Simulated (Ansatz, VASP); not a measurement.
**NbBiF: VASP beside Ansatz**

Contents of INCAR:

```
SYSTEM = NbBiF
ALGO = Fast
EDIFF = 1E-6
EDIFFG = -0.01
ENCUT = 600
GGA = PE
IBRION = 2
ISIF = 3
ISMEAR = 0
LASPH = .True.
LCHARG = .False.
LREAL = .False.
LWAVE = .False.
NELM = 80
NSW = 100
PREC = Accurate
SIGMA = 0.1
```

Contents of KPOINTS:

```
k-points
0
Gamma
  12 12 12
  0 0 0
```

The input POSCAR:

```
NbBiF
1.0
    3.9471977787      0.0000000000      0.0000000000
    0.0000000000      3.9471977787      0.0000000000
    0.0000000000      0.0000000000      4.0072908970
Nb Bi F
1 1 1
Direct
    0.0000000000      0.0000000000      0.0000000000
    0.5000000000      0.5000000000      0.5000000000
    0.0000000000      0.0000000000      0.5000000000
```

Input for Ansatz:

```yaml
crystal:
  lattice:
    - [3.9471977787, 0.0, 0.0]
    - [0.0, 3.9471977787, 0.0]
    - [0.0, 0.0, 4.007290897]
  atoms:
    - { symbol: Nb, position: [0.0, 0.0, 0.0] }
    - { symbol: Bi, position: [0.5, 0.5, 0.5] }
    - { symbol: F, position: [0.0, 0.0, 0.5] }
basis:
  ecutwfc: 420
kpoints:
  mp_grid: { grid: [12, 12, 12] }
hamiltonian:
  xc: pbe
scf:
  occupations: { method: gaussian, width: 0.1 }
output:
  forces: true
  stress: true
  eigenvalues: true
relax:
  adjacent_minimum: "off"
  f_tol: 0.01
  max_steps: 80
  cell: { stress_tol: 0.05 }
```

Alike in both runs: task relaxation of cell and atoms; functional PBE; k mesh 12 × 12 × 12; occupations gaussian, width 0.1 eV; no spin polarisation.

```csv
,VASP,Ansatz
version,VASP 6.6.1,Ansatz 0.2.0
potentials or method,"VASP PAW PBE potentials, release 64 (Nb_sv, Bi_d, F), cutoff 600 eV","scalar-relativistic, plane waves, PAW"
valence electrons in the cell,35,35
```

|  | VASP | Ansatz | Ansatz less VASP |
| --- | --- | --- | --- |
| gap on the k mesh at the Fermi level, each at its own relaxed structure (eV) | none | none | - |
| relaxed volume (Å³/atom) | 20.74 | 20.79 | +0.051 |
| relaxed length of the cell vector where the two differ most in proportion (Å) | 3.935 | 3.939 | +0.0045 |

A gap of «none» marks a metal or a gap that the smearing closes.

Spin-orbit coupling is off throughout.
